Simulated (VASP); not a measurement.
# ZnF2 (P4_2/mnm) in VASP: settings compared, part 2 of 2

VASP 6.6.1. Earlier steps stand in the parts before.

## Step 4: Single point, r2SCAN (12.22 Å³/atom)

This run uses another cell than the first one, of 12.22 Å³/atom.

POSCAR reads:

```
ZnF2
1.0
    4.7956084627      0.0000000000      0.0000000000
    0.0000000000      4.7956084627      0.0000000000
    0.0000000000      0.0000000000      3.1881133944
Zn F
2 4
Direct
    0.0000000000      0.0000000000      0.0000000000
    0.5000000000      0.5000000000      0.5000000000
    0.3031905513      0.3031905513      0.0000000000
    0.1968094487      0.8031905513      0.5000000000
    0.6968094487      0.6968094487      0.0000000000
    0.8031905513      0.1968094487      0.5000000000
```

INCAR.step1 reads:

```
SYSTEM = ZnF2
PREC = Accurate
ENCUT = 660
ISMEAR = 0
SIGMA = 0.01
LREAL = .FALSE.
LASPH = .TRUE.
NELM = 120
NBANDS = 35
GGA = PE
ALGO = Normal
EDIFF = 1E-5
LWAVE = .TRUE.
LCHARG = .FALSE.
GGA_COMPAT = .FALSE.
```

INCAR.step2 reads:

```
SYSTEM = ZnF2
PREC = Accurate
ENCUT = 660
EDIFF = 1E-6
ISMEAR = 0
SIGMA = 0.01
LREAL = .FALSE.
LASPH = .TRUE.
NELM = 120
ALGO = Normal
ISIF = 2
LWAVE = .FALSE.
LCHARG = .FALSE.
METAGGA = R2SCAN
LMIXTAU = .TRUE.
NBANDS = 35
ISTART = 1
GGA_COMPAT = .FALSE.
```

KPOINTS reads:

```
regular mesh
0
G
  4 4 6
  0 0 0
```

Potentials or basis: VASP PAW PBE potentials, release 64 (Zn, F).

Launch:

```console
> cat potpaw_PBE.64/Zn/POTCAR potpaw_PBE.64/F/POTCAR > POTCAR
> cp INCAR.step1 INCAR
> mpirun -np 1 vasp_std > vasp.out
> cp INCAR.step2 INCAR
> mpirun -np 1 vasp_std > vasp.out
```

OUTCAR:

```text
SYSTEM = ZnF2
   PREC = Accurate
   ENCUT = 660
   EDIFF = 1E-6
   ISMEAR = 0
   LREAL = .FALSE.
   LASPH = .TRUE.
   NELM = 120
   ISIF = 2
   METAGGA = R2SCAN
   ISTART = 1

 ion  position               nearest neighbor table
   1  0.000  0.000  0.000-   3 2.06   5 2.06   4 2.08   6 2.08   4 2.08   6 2.08
   2  0.500  0.500  0.500-   4 2.06   6 2.06   5 2.08   3 2.08   3 2.08   5 2.08
   3  0.303  0.303  0.000-   1 2.06   2 2.08   2 2.08
   4  0.197  0.803  0.500-   2 2.06   1 2.08   1 2.08
   5  0.697  0.697  0.000-   1 2.06   2 2.08   2 2.08
[... 1119 lines left out ...]
  -------------------------------------------------------------------------------------
  Total       -2.5901479     -2.5901479     -3.0874595      0.0000000      0.0000000      0.0000000
  in kB      -56.5996777    -56.5996777    -67.4668854      0.0000000      0.0000000      0.0000000
  external PRESSURE =     -60.2220802 kB  Pullay stress =       0.0000000 kB

 VOLUME and BASIS-vectors are now :
 -----------------------------------------------------------------------------
  energy-cutoff  :      660.00
  volume of cell :       73.32
      direct lattice vectors                 reciprocal lattice vectors
     4.795608463  0.000000000  0.000000000     0.208524113  0.000000000  0.000000000
     0.000000000  4.795608463  0.000000000     0.000000000  0.208524113  0.000000000
     0.000000000  0.000000000  3.188113394     0.000000000  0.000000000  0.313665129

 POSITION                                       TOTAL-FORCE (eV/Angst)
 -----------------------------------------------------------------------------------
      0.00000      0.00000      0.00000        -0.000000      0.000000      0.000000
      2.39780      2.39780      1.59406        -0.000000      0.000000      0.000000
      1.45398      1.45398      0.00000         0.051847      0.051847      0.000000
      0.94382      3.85179      1.59406        -0.051847      0.051847      0.000000
      3.34163      3.34163      0.00000        -0.051847     -0.051847     -0.000000
      3.85179      0.94382      1.59406         0.051847     -0.051847     -0.000000
 -----------------------------------------------------------------------------------
    total drift:                                0.000000     -0.000000     -0.000000

  FREE ENERGIE OF THE ION-ELECTRON SYSTEM (eV)
  ---------------------------------------------------
  free  energy   TOTEN  =       -45.6216030999 eV

  energy  without entropy=      -45.6216030999  energy(sigma->0) =      -45.62160310
```

OSZICAR.step1:

```text
N       E                     dE             d eps       ncg     rms          rms(c)
DAV:   1     0.649268299347E+03    0.64927E+03   -0.31249E+04  1720   0.236E+03
DAV:   2     0.564229250473E+02   -0.59285E+03   -0.55649E+03  1744   0.543E+02
DAV:   3    -0.238250556544E+02   -0.80248E+02   -0.79307E+02  1878   0.196E+02
DAV:   4    -0.261155051567E+02   -0.22904E+01   -0.22844E+01  1961   0.346E+01
DAV:   5    -0.261315832216E+02   -0.16078E-01   -0.16076E-01  1886   0.303E+00    0.132E+01
DAV:   6    -0.232008218637E+02    0.29308E+01   -0.62787E+00  2457   0.434E+01    0.770E+00
DAV:   7    -0.232984194106E+02   -0.97598E-01   -0.20596E+00  1749   0.961E+00    0.482E+00
DAV:   8    -0.233050316344E+02   -0.66122E-02   -0.45615E-01  2532   0.118E+01    0.159E+00
DAV:   9    -0.232575634421E+02    0.47468E-01   -0.18886E-01  2516   0.136E+01    0.371E-01
DAV:  10    -0.232590274701E+02   -0.14640E-02   -0.27542E-02  2293   0.197E+00    0.190E-01
DAV:  11    -0.232588845642E+02    0.14291E-03   -0.27809E-03  2436   0.600E-01    0.316E-02
DAV:  12    -0.232589533998E+02   -0.68836E-04   -0.24464E-04  2031   0.215E-01    0.184E-02
DAV:  13    -0.232589544967E+02   -0.10968E-05   -0.79136E-05  1995   0.807E-02
   1 F= -.23258954E+02 E0= -.23258954E+02  d E =-.120537E-19
```

Wall time 3.6 min (1 thread of Intel Xeon 6975P-C (Granite Rapids), shared host); peak memory 0.24 GiB.

What came out:

```yaml
Free_energy: -45.6216 eV
Pressure: -6.0 GPa
Largest_force: 0.073 eV/Å
Band_gap_on_the_k_mesh: 4.12 eV
```

Forces in eV/Å, atoms in the order of the input:
```
Zn   0.000  0.000  0.000
Zn   0.000  0.000  0.000
F    0.052  0.052  0.000
F   -0.052  0.052  0.000
F   -0.052 -0.052  0.000
F    0.052 -0.052  0.000
```

Levels at points of the mesh, in eV from the valence-band top:
```
           k point  band 22  band 23  band 24  band 25  band 26  band 27  band 28  band 29  band 30  band 31
(0.00, 0.00, 0.00)    -1.35    -1.02    -0.31    -0.31     0.00     4.12     9.87    10.39    10.39    14.05
(0.50, 0.00, 0.00)    -1.44    -0.59    -0.59    -0.38    -0.38     6.66     6.66    11.26    11.26    13.61
(0.50, 0.50, 0.00)    -1.49    -1.14    -1.14    -0.32    -0.32     7.55     7.55     9.81     9.81    15.27
(0.00, 0.00, 0.50)    -1.25    -1.22    -1.22    -1.15    -1.15     8.80     8.80    12.56    12.56    13.85
(0.50, 0.00, 0.50)    -1.59    -1.22    -1.22    -0.03    -0.03     9.31     9.31    11.03    11.03    14.62
(0.50, 0.50, 0.50)    -1.33    -1.15    -1.15    -0.73    -0.73     8.71     8.71    12.21    12.21    12.92
```

Caveat: the cell stands under tension; the PAW data sets were made with another functional, which shifts forces and pressure a little. r2SCAN opens gaps a little over a GGA but as a rule still falls short of measured ones.

## Step 5: Single point, PBE

INCAR reads:

```
  ALGO = Normal
  EDIFF = 1E-6
  ENCUT = 600
  GGA = PE
  GGA_COMPAT = False
  ISIF = 2
  ISMEAR = 0
  LASPH = True
  LCHARG = False
  LREAL = False
  LWAVE = False
  NBANDS = 35
  NELM = 120
  PREC = Accurate
  SIGMA = 0.01
```

KPOINTS reads:

```
k-points
0
Gamma
  6 6 8
```

Changes to POSCAR since step 4:

```diff
@@ -2,5 +2,5 @@
 1.0
-    4.7956084627      0.0000000000      0.0000000000
-    0.0000000000      4.7956084627      0.0000000000
-    0.0000000000      0.0000000000      3.1881133944
+    4.7033622540      0.0000000000      0.0000000000
+    0.0000000000      4.7033622540      0.0000000000
+    0.0000000000      0.0000000000      3.1267882516
 Zn F
```

Launch:

```console
> cat potpaw_PBE.64/Zn/POTCAR potpaw_PBE.64/F/POTCAR > POTCAR
> mpirun -np 1 vasp_std > vasp.out
```

It took 2 min on 1 thread of Intel Xeon 6975P-C (Granite Rapids), shared host; peak memory 0.25 GiB.

It converged, with:

```yaml
Free_energy: -23.1561 eV
Pressure: 7.0 GPa
Largest_force: 0.043 eV/Å
Band_gap_on_the_k_mesh: 3.51 eV
```

Forces in eV/Å, atoms in the order of the input:
```
Zn   0.000  0.000  0.000
Zn   0.000  0.000  0.000
F   -0.030 -0.030  0.000
F    0.030 -0.030  0.000
F    0.030  0.030  0.000
F   -0.030  0.030  0.000
```

Stress tensor (GPa, compression positive):
```
6.63 0.00 0.00
0.00 6.63 0.00
0.00 0.00 7.80
```

Levels at points of the mesh, in eV from the valence-band top:
```
           k point  band 23  band 24  band 25  band 26  band 27  band 28  band 29  band 30
(0.00, 0.00, 0.00)    -1.21    -0.35    -0.35     0.00     3.51     9.38     9.67     9.67
(0.50, 0.00, 0.00)    -0.65    -0.65    -0.44    -0.44     6.12     6.12    10.59    10.59
(0.50, 0.50, 0.00)    -1.28    -1.28    -0.37    -0.37     7.05     7.05     9.20     9.20
(0.00, 0.00, 0.50)    -1.30    -1.30    -1.24    -1.24     8.29     8.29    11.93    11.93
(0.50, 0.00, 0.50)    -1.35    -1.35    -0.06    -0.06     8.81     8.81    10.37    10.37
(0.50, 0.50, 0.50)    -1.24    -1.24    -0.80    -0.80     8.12     8.12    11.52    11.52
```

Caveat: the cell stands under pressure.

## Step 6: Single point, r2SCAN

POSCAR is that of step 5.

INCAR.step1 reads:

```
PREC     = Accurate       # precision mode
ENCUT    = 660            # plane-wave cutoff, eV
ISMEAR   = 0              # smearing method
SIGMA    = 0.01           # smearing width, eV
LREAL    = F              # projectors in reciprocal space
LASPH    = T              # aspherical terms in the spheres
NELM     = 120            # most SCF steps
NBANDS   = 35             # bands
GGA      = PE             # functional
ALGO     = Normal         # electronic algorithm
EDIFF    = 1E-5           # SCF threshold, eV
LWAVE    = T              # write WAVECAR
LCHARG   = F              # write CHGCAR
GGA_COMPAT= F
```

INCAR.step2 reads:

```
PREC     = Accurate       # precision mode
ENCUT    = 660            # plane-wave cutoff, eV
EDIFF    = 1E-6           # SCF threshold, eV
ISMEAR   = 0              # smearing method
SIGMA    = 0.01           # smearing width, eV
LREAL    = F              # projectors in reciprocal space
LASPH    = T              # aspherical terms in the spheres
NELM     = 120            # most SCF steps
ALGO     = Normal         # electronic algorithm
ISIF     = 2              # what is computed and relaxed
LWAVE    = F              # write WAVECAR
LCHARG   = F              # write CHGCAR
METAGGA  = R2SCAN         # meta-GGA
LMIXTAU  = T            
NBANDS   = 35             # bands
ISTART   = 1            
GGA_COMPAT= F
```

KPOINTS reads:

```
regular mesh
0
Gamma
  6 6 8
```

Potentials or basis: VASP PAW PBE potentials, release 64 (Zn, F).

Launch:

```console
> cat potpaw_PBE.64/Zn/POTCAR potpaw_PBE.64/F/POTCAR > POTCAR
> cp INCAR.step1 INCAR
> mpirun -np 1 vasp_std > vasp.out
> cp INCAR.step2 INCAR
> mpirun -np 1 vasp_std > vasp.out
```

Run time: 6 min. Hardware: 1 thread of Intel Xeon 6975P-C (Granite Rapids), shared host; peak memory 0.29 GiB.

Results (log left out):

* Free energy: -45.6869 eV
* Pressure: 0.3 GPa
* Largest force: 0.015 eV/Å
* Band gap on the k mesh: 4.22 eV

Forces on the atoms (eV/Å):
```
Zn   0.000  0.000  0.000
Zn   0.000  0.000  0.000
F   -0.010 -0.010  0.000
F    0.010 -0.010  0.000
F    0.010  0.010  0.000
F   -0.010  0.010  0.000
```

Stress tensor (GPa, compression positive):
```
0.25 0.00 0.00
0.00 0.25 0.00
0.00 0.00 0.49
```

Levels at points of the mesh, in eV from the valence-band top:
| k point | band 23 | band 24 | band 25 | band 26 | band 27 | band 28 | band 29 | band 30 |
| --- | --- | --- | --- | --- | --- | --- | --- | --- |
| (0.00, 0.00, 0.00) | -1.35 | -0.37 | -0.37 | 0.00 | 4.22 | 10.26 | 10.43 | 10.43 |
| (0.50, 0.00, 0.00) | -0.67 | -0.67 | -0.46 | -0.46 | 6.84 | 6.84 | 11.35 | 11.35 |
| (0.50, 0.50, 0.00) | -1.37 | -1.37 | -0.39 | -0.39 | 7.84 | 7.84 | 9.88 | 9.88 |
| (0.00, 0.00, 0.50) | -1.29 | -1.29 | -1.25 | -1.25 | 9.12 | 9.12 | 12.81 | 12.81 |
| (0.50, 0.00, 0.50) | -1.43 | -1.43 | -0.07 | -0.07 | 9.69 | 9.69 | 11.16 | 11.16 |
| (0.50, 0.50, 0.50) | -1.25 | -1.25 | -0.81 | -0.81 | 9.03 | 9.03 | 12.23 | 12.23 |

Caveat: the PAW data sets were made with another functional, which shifts forces and pressure a little. r2SCAN opens gaps a little over a GGA but as a rule still falls short of measured ones.

## Step 7: The runs side by side

| level | cell | k mesh | cutoff (eV) | gap on the mesh (eV) | pressure (GPa) | largest force (eV/Å) |
| --- | --- | --- | --- | --- | --- | --- |
| PBE | a = 4.703, b = 4.703, c = 3.127 Å, 6 atoms | 6 × 6 × 8 | 600 | 3.51 | 7.0 | 0.04 |
| r2SCAN | a = 4.703, b = 4.703, c = 3.127 Å, 6 atoms | 6 × 6 × 8 | 660 | 4.22 | 0.3 | 0.01 |
| r2SCAN | a = 4.796, b = 4.796, c = 3.188 Å, 6 atoms | 4 × 4 × 6 | 660 | 4.12 | -6.0 | 0.07 |

Alike in all rows: task single point; potentials or basis VASP PAW PBE potentials, release 64 (Zn, F); no spin polarisation; smearing gaussian 0.01 eV.

Caveats: the PAW data sets were made with another functional, which shifts forces and pressure a little (at least some runs); the cell stands under pressure (at least some runs); the cell stands under tension (at least some runs).

Total energies depend on the potentials used, so only differences within one code and one set of settings carry meaning.
